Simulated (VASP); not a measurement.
# KMgF3 (P6_3/mmc) in VASP: notebook, part 2 of 2

VASP 6.6.1.

## (3) Single point, PBE

This run uses another cell than the first one, of 15.72 Å³/atom.

Contents of INCAR:

```
SYSTEM = KMgF3
PREC = Accurate
ENCUT = 520
EDIFF = 1E-7
ISMEAR = 0
SIGMA = 0.1
LREAL = .FALSE.
LASPH = .TRUE.
NELM = 100
ALGO = Normal
ISIF = 2
LWAVE = .FALSE.
LCHARG = .FALSE.
GGA = PE
NBANDS = 43
```

Contents of KPOINTS:

```
regular mesh
0
G
  6 6 4
  0 0 0
```

Contents of POSCAR:

```
KMgF3
1.0
    6.2950643452      0.0000000000      0.0000000000
   -3.1475321726      5.4516856414      0.0000000000
    0.0000000000      0.0000000000      4.5810071170
K Mg F
2 2 6
Direct
    0.0000000000      0.0000000000      0.5000000000
    0.0000000000      0.0000000000      0.0000000000
    0.3333333333      0.6666666667      0.7500000000
    0.6666666667      0.3333333333      0.2500000000
    0.1990644839      0.3981289678      0.2500000000
    0.8009355161      0.1990644839      0.7500000000
    0.8009355161      0.6018710322      0.7500000000
    0.1990644839      0.8009355161      0.2500000000
    0.6018710322      0.8009355161      0.2500000000
    0.3981289678      0.1990644839      0.7500000000
```

Potentials or basis: VASP PAW PBE potentials, release 64 (K_sv, Mg, F).

Command:

```
cat potpaw_PBE.64/K_sv/POTCAR potpaw_PBE.64/Mg/POTCAR potpaw_PBE.64/F/POTCAR > POTCAR
mpirun -np 1 vasp_std > vasp.out
```

It took 76 s on 1 thread of Intel Xeon 6975P-C (Granite Rapids), shared host; peak memory 0.34 GiB.

Results (log left out):

| Item | Value |
| --- | --- |
| Free energy | -35.3977 eV |
| Pressure | 0.6 GPa |
| Largest force | 0.049 eV/Å |
| Band gap on the k mesh | 2.06 eV |

Forces in eV/Å, atoms in the order of the input:
```
K    0.000  0.000  0.000
K    0.000  0.000  0.000
Mg   0.000  0.000  0.000
Mg   0.000  0.000  0.000
F    0.000  0.049  0.000
F   -0.042  0.024  0.000
F    0.000 -0.049  0.000
F    0.042 -0.024  0.000
F   -0.042 -0.024  0.000
F    0.042  0.024  0.000
```

Stress tensor (GPa, compression positive):
```
0.44 0.00 0.00
0.00 0.44 0.00
0.00 0.00 0.81
```

Levels at points of the mesh, in eV from the valence-band top:
```
           k point  band 28  band 29  band 30  band 31  band 32  band 33  band 34  band 35  band 36  band 37
(0.00, 0.00, 0.00)    -0.61    -0.61    -0.14     0.00     0.00     2.06     4.10     7.02     7.02     8.16
(0.50, 0.00, 0.00)    -0.60    -0.42    -0.40    -0.12    -0.04     3.35     3.77     6.26     6.95     7.28
(0.00, 0.00, 0.50)    -0.41    -0.20    -0.20    -0.20    -0.20     4.15     4.15     8.18     8.18     8.18
(0.50, 0.00, 0.50)    -0.33    -0.24    -0.24    -0.19    -0.19     4.54     4.54     7.03     7.03     8.00
```

## (4) Single point, PBE

This run uses another cell than the first one, of 15.80 Å³/atom.

Contents of INCAR:

```
PREC = Accurate ; ENCUT = 520
EDIFF = 1E-6 ; ISMEAR = 0
SIGMA = 0.02 ; LREAL = False
LASPH = True ; NELM = 80
ALGO = Normal ; ISIF = 2
LWAVE = False ; LCHARG = False
GGA = PE ; NBANDS = 43
```

Contents of KPOINTS:

```
Automatic mesh
0
Gamma
  6 6 6
```

Contents of POSCAR:

```
KMgF3
1.0
    6.3198003159      0.0000000000      0.0000000000
   -3.1599001580      5.4731076205      0.0000000000
    0.0000000000      0.0000000000      4.5691318982
K Mg F
2 2 6
Direct
    0.0000000000      0.0000000000      0.5000000000
    0.0000000000      0.0000000000      0.0000000000
    0.3333333333      0.6666666667      0.7500000000
    0.6666666667      0.3333333333      0.2500000000
    0.1991407789      0.3982815578      0.2500000000
    0.8008592211      0.1991407789      0.7500000000
    0.8008592211      0.6017184422      0.7500000000
    0.1991407789      0.8008592211      0.2500000000
    0.6017184422      0.8008592211      0.2500000000
    0.3982815578      0.1991407789      0.7500000000
```

Command:

```
cat potpaw_PBE.64/K_sv/POTCAR potpaw_PBE.64/Mg/POTCAR potpaw_PBE.64/F/POTCAR > POTCAR
mpirun -np 1 vasp_std > vasp.out
```

Run time: 92 s. Hardware: 1 thread of Intel Xeon 6975P-C (Granite Rapids), shared host; peak memory 0.35 GiB.

The run converged. Its results:

```
Free energy            : -35.3992 eV
Pressure               : 0.4 GPa
Largest force          : 0.045 eV/Å
Band gap on the k mesh : 2.08 eV
```

Forces in eV/Å, atoms in the order of the input:
```
K    0.000  0.000  0.000
K    0.000  0.000  0.000
Mg   0.000  0.000  0.000
Mg   0.000  0.000  0.000
F    0.000  0.045  0.000
F   -0.039  0.023  0.000
F    0.000 -0.045  0.000
F    0.039 -0.023  0.000
F   -0.039 -0.023  0.000
F    0.039  0.023  0.000
```

Stress tensor (GPa, compression positive):
```
0.07 0.00 0.00
0.00 0.07 0.00
0.00 0.00 0.94
```

Levels at points of the mesh, in eV from the valence-band top:
```csv
k point,band 28,band 29,band 30,band 31,band 32,band 33,band 34,band 35,band 36,band 37
"(0.00, 0.00, 0.00)",-0.60,-0.60,-0.12,0.00,0.00,2.08,4.12,7.01,7.01,8.15
"(0.50, 0.00, 0.00)",-0.60,-0.40,-0.39,-0.12,-0.04,3.36,3.78,6.26,6.95,7.27
"(0.00, 0.00, 0.50)",-0.39,-0.20,-0.20,-0.20,-0.20,4.17,4.17,8.18,8.18,8.18
"(0.50, 0.00, 0.50)",-0.32,-0.23,-0.23,-0.18,-0.18,4.56,4.56,7.05,7.05,8.00
```

## (5) Relaxation of cell and atoms, PBE

Contents of INCAR:

```
SYSTEM = KMgF3
PREC = Accurate ; ENCUT = 600
EDIFF = 1E-7 ; ISMEAR = 0
SIGMA = 0.1 ; LREAL = .FALSE.
LASPH = .TRUE. ; NELM = 100
ALGO = Normal ; ISIF = 3
LWAVE = .FALSE. ; LCHARG = .FALSE.
GGA = PE ; IBRION = 2
NSW = 90 ; EDIFFG = -0.04
```

Contents of KPOINTS:

```
regular mesh
0
G
  6 6 4
  0 0 0
```

Contents of POSCAR:

```
KMgF3
1.0
    5.5588457100      0.0000000000      0.0000000000
   -2.7794228550      4.8141016005      0.0000000000
    0.0000000000      0.0000000000      4.7492092122
K Mg F
2 2 6
Direct
    0.0000000000      0.0000000000      0.5000000000
    0.0000000000      0.0000000000      0.0000000000
    0.3333333333      0.6666666667      0.7500000000
    0.6666666667      0.3333333333      0.2500000000
    0.1460000000      0.2919999999      0.2500000000
    0.8540000000      0.1460000000      0.7500000000
    0.8540000000      0.7080000001      0.7500000000
    0.1460000000      0.8540000000      0.2500000000
    0.7080000001      0.8540000000      0.2500000000
    0.2919999999      0.1460000000      0.7500000000
```

Command:

```
cat potpaw_PBE.64/K_sv/POTCAR potpaw_PBE.64/Mg/POTCAR potpaw_PBE.64/F/POTCAR > POTCAR
mpirun -np 1 vasp_std > vasp.out
```

Run time: 16 min. Hardware: 1 thread of Intel Xeon 6975P-C (Granite Rapids), shared host; peak memory 0.36 GiB.

It converged, with:

```yaml
Free_energy: -35.3398 eV
Relaxed_volume: 15.79 Å³/atom
Relaxed_cell: a = 6.292 Å, b = 6.292 Å, c = 4.607 Å, α = 90.00°, β = 90.00°, γ = 120.00°
Space_group_after_relaxing_to_0.1_Å: P6_3/mmc (No. 194)
Energy_gained_by_relaxing: 2439.8 meV/atom
Ionic_steps: 15
Pressure_after_relaxing: -0.2 GPa
Largest_force_after_relaxing: 0.036 eV/Å
Band_gap_on_the_k_mesh: 2.00 eV
```

Forces in eV/Å, atoms in the order of the input:
```
K    0.000  0.000  0.000
K    0.000  0.000  0.000
Mg   0.000  0.000  0.000
Mg   0.000  0.000  0.000
F    0.000 -0.036  0.000
F    0.031 -0.018  0.000
F    0.000  0.036  0.000
F   -0.031  0.018  0.000
F    0.031  0.018  0.000
F   -0.031 -0.018  0.000
```

Step by step:
```csv
step,energy change (eV),largest force (eV/Å),pressure (GPa),volume (Å³)
1,0.0000,16.0553,85.68,127.09
2,-9.2096,2.5186,-19.53,295.98
3,-22.9460,0.3129,-7.10,192.04
4,-23.1800,0.0209,-5.91,187.16
5,-23.3734,0.7969,-2.38,176.18
6,-23.3789,0.6991,-2.81,177.31
7,-23.6128,0.5546,-1.91,170.84
8,-23.8896,0.0048,1.13,155.48
9,-24.0781,0.1378,0.96,154.47
10,-24.2370,0.5386,2.92,150.01
11,-24.2934,0.3663,1.35,152.39
12,-24.3123,0.4217,1.68,151.72
13,-24.3937,0.0484,0.06,157.83
14,-24.3966,0.0163,0.29,156.86
15,-24.3982,0.0358,-0.15,157.94
```

Final structure:
```
CELL_PARAMETERS angstrom
6.29151 0.00000 0.00000
-3.14576 5.44861 0.00000
0.00000 0.00000 4.60721
ATOMIC_POSITIONS crystal
K 0.00000 0.00000 0.50000
K 0.00000 0.00000 0.00000
Mg 0.33333 0.66667 0.75000
Mg 0.66667 0.33333 0.25000
F 0.19945 0.39890 0.25000
F 0.80055 0.19945 0.75000
F 0.80055 0.60110 0.75000
F 0.19945 0.80055 0.25000
F 0.60110 0.80055 0.25000
F 0.39890 0.19945 0.75000
```

Levels at points of the mesh, in eV from the valence-band top:
```
           k point  band 29  band 30  band 31  band 32  band 33  band 34  band 35  band 36
(0.00, 0.00, 0.00)    -0.60    -0.14     0.00     0.00     2.00     4.04     6.97     6.97
(0.50, 0.00, 0.00)    -0.42    -0.41    -0.12    -0.04     3.29     3.71     6.21     6.91
(0.00, 0.00, 0.50)    -0.20    -0.20    -0.20    -0.20     4.08     4.08     8.12     8.12
(0.50, 0.00, 0.50)    -0.24    -0.24    -0.19    -0.19     4.48     4.48     6.97     6.97
```

Caveat: the volume moved by over 15 % at a fixed basis, so the end points are rough. A k mesh can miss the band edges.

## (6) Overview

```tsv
task	cell	k mesh	cutoff (eV)	smearing	gap on the mesh (eV)	pressure (GPa)	largest force (eV/Å)
single point	a = 5.559, b = 5.559, c = 4.749 Å, angles 90.0, 90.0, 120.0°, 10 atoms, atomic positions A	6 × 6 × 4	520	gaussian 0.1 eV	none	85.8	16.06
single point	a = 6.295, b = 6.295, c = 4.581 Å, angles 90.0, 90.0, 120.0°, 10 atoms, atomic positions B	6 × 6 × 4	520	gaussian 0.1 eV	2.06	0.6	0.05
single point	a = 6.320, b = 6.320, c = 4.569 Å, angles 90.0, 90.0, 120.0°, 10 atoms, atomic positions B	6 × 6 × 6	520	gaussian 0.02 eV	2.08	0.4	0.05
relaxation of cell and atoms	relaxed from a = 5.559, b = 5.559, c = 4.749 Å, angles 90.0, 90.0, 120.0°, 10 atoms, atomic positions A	6 × 6 × 4	600	gaussian 0.1 eV	2.00	-0.2	0.04
```

Alike in all rows: level PBE; potentials or basis VASP PAW PBE potentials, release 64 (K_sv, Mg, F); no spin polarisation.

Caveats: the cell stands under pressure (at least some runs); forces of over 1 eV/Å act on the atoms, so gaps and moduli don't describe the material at rest (at least some runs); the volume moved by over 15 % at a fixed basis, so the end points are rough (at least some runs).

Absolute energies hang on the potentials; compare differences alone.
